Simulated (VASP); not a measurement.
Here is a VASP 6.6.1 calculation.

The input INCAR:

```
ALGO = Normal ; EDIFF = 1E-7
EDIFFG = -0.002 ; ENCUT = 600
GGA = PS ; IBRION = 2
ISIF = 3 ; ISMEAR = 0
LASPH = True ; LCHARG = False
LREAL = False ; LWAVE = False
NELM = 60 ; NSW = 100
PREC = Accurate ; PSTRESS = 100.0
SIGMA = 0.01
```

Contents of KPOINTS:

```
k-points
0
Gamma
  6 6 6
```

File POSCAR:

```
CdSe
1.0
    3.0413144136      3.0413144136      0.0000000000
   -3.0413144136      3.0413144136      0.0000000000
    0.0000000000      3.0413144136      3.0413144136
Cd Se
1 1
Direct
    0.0000000000      0.0000000000      0.0000000000
    0.7500000000      0.2500000000      0.5000000000
```

Potentials or basis: VASP PAW PBE potentials, release 64 (Cd, Se).

Command:

```console
$ cat potpaw_PBE.64/Cd/POTCAR potpaw_PBE.64/Se/POTCAR > POTCAR
$ mpirun -np 1 vasp_std > vasp.out
```

**Question.** Estimate the band gap on the k mesh.

**Answer.** 0.74 eV, direct.

**Question.** Estimate the space group after relaxing (to 0.05 Å).

**Answer.** F-43m (No. 216).

The path:
```
step  energy change (eV)  largest force (eV/Å)  pressure (GPa)  volume (Å³)
   1              0.0000                0.0000            0.28        56.26
   2              0.8121                0.0000           25.55        43.48
   3              0.1906                0.0000            9.73        49.40
   4              0.1986                0.0000            9.98        49.27
   5              0.2070                0.0000           10.24        49.14
   6              0.1922                0.0000            9.76        49.38
   7              0.1994                0.0000           10.00        49.26
```

Caveat: the cell is relaxed towards a set pressure, so the enthalpy falls and the energy may rise; the PAW data sets were made with another functional, which shifts forces and pressure a little. A hybrid or GW would open this gap; PBEsol tends to underestimate it.
